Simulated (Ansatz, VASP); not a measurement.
## One calculation of W, two programs

POSCAR

```
W
1.0
    5.0622703800      0.0000000000      0.0000000000
    0.0000000000      5.0622703800      0.0000000000
    0.0000000000      0.0000000000      5.0622703800
W
8
Direct
    0.2500000000      0.0000000000      0.5000000000
    0.7500000000      0.0000000000      0.5000000000
    0.0000000000      0.5000000000      0.2500000000
    0.0000000000      0.5000000000      0.7500000000
    0.5000000000      0.7500000000      0.0000000000
    0.5000000000      0.2500000000      0.0000000000
    0.0000000000      0.0000000000      0.0000000000
    0.5000000000      0.5000000000      0.5000000000
```

Contents of INCAR.step1:

```
SYSTEM = W
  PREC = Accurate
  ENCUT = 520
  ISMEAR = 0
  SIGMA = 0.1
  LREAL = .False.
  LASPH = .True.
  NELM = 60
  NBANDS = 66
  GGA = PE
  ALGO = Normal
  EDIFF = 1E-4
  LWAVE = .True.
  LCHARG = .False.
```

Contents of INCAR.step2:

```
SYSTEM = W
  PREC = Accurate
  ENCUT = 520
  EDIFF = 1E-6
  ISMEAR = 0
  SIGMA = 0.1
  LREAL = .False.
  LASPH = .True.
  NELM = 60
  ALGO = Normal
  ISIF = 2
  LWAVE = .False.
  LCHARG = .False.
  METAGGA = R2SCAN
  LMIXTAU = .True.
  NBANDS = 66
  ISTART = 1
```

Contents of KPOINTS:

```
regular mesh
0
Gamma
  4 4 4
  0 0 0
```

Input for Ansatz:

```yaml
crystal:
  lattice:
    - [5.06227038, 0.0, 0.0]
    - [0.0, 5.06227038, 0.0]
    - [0.0, 0.0, 5.06227038]
  atoms:
    - { symbol: W, position: [0.25, 0.0, 0.5] }
    - { symbol: W, position: [0.75, 0.0, 0.5] }
    - { symbol: W, position: [0.0, 0.5, 0.25] }
    - { symbol: W, position: [0.0, 0.5, 0.75] }
    - { symbol: W, position: [0.5, 0.75, 0.0] }
    - { symbol: W, position: [0.5, 0.25, 0.0] }
    - { symbol: W, position: [0.0, 0.0, 0.0] }
    - { symbol: W, position: [0.5, 0.5, 0.5] }
basis:
  ecutwfc: 500
kpoints:
  mp_grid: { grid: [4, 4, 4] }
hamiltonian:
  xc: r2scan
scf:
  occupations: { method: gaussian, width: 0.1 }
  lower_state_search: "off"
output:
  forces: true
  stress: true
  eigenvalues: true
```

Alike in both runs: task single point; functional r2SCAN; k mesh 4 × 4 × 4; occupations gaussian, width 0.1 eV; no spin polarisation.

|  | VASP | Ansatz |
| --- | --- | --- |
| version | VASP 6.6.1 | Ansatz 0.2.0 |
| potentials or method | VASP PAW PBE potentials, release 64 (W_sv), cutoff 520 eV | scalar-relativistic, plane waves, PAW |
| valence electrons in the cell | 112 | 112 |

```csv
,VASP,Ansatz,Ansatz less VASP
gap on the k mesh at the Fermi level (eV),none,none,-
pressure (GPa),-0.9,-2.1,-1.22
```

VASP's potentials were made for PBE, not for r2SCAN. A gap of «none» marks a metal or a gap that the smearing closes. With one functional, cell and mesh, what is left measures potentials, basis and numerics.

Spin-orbit coupling is off throughout.
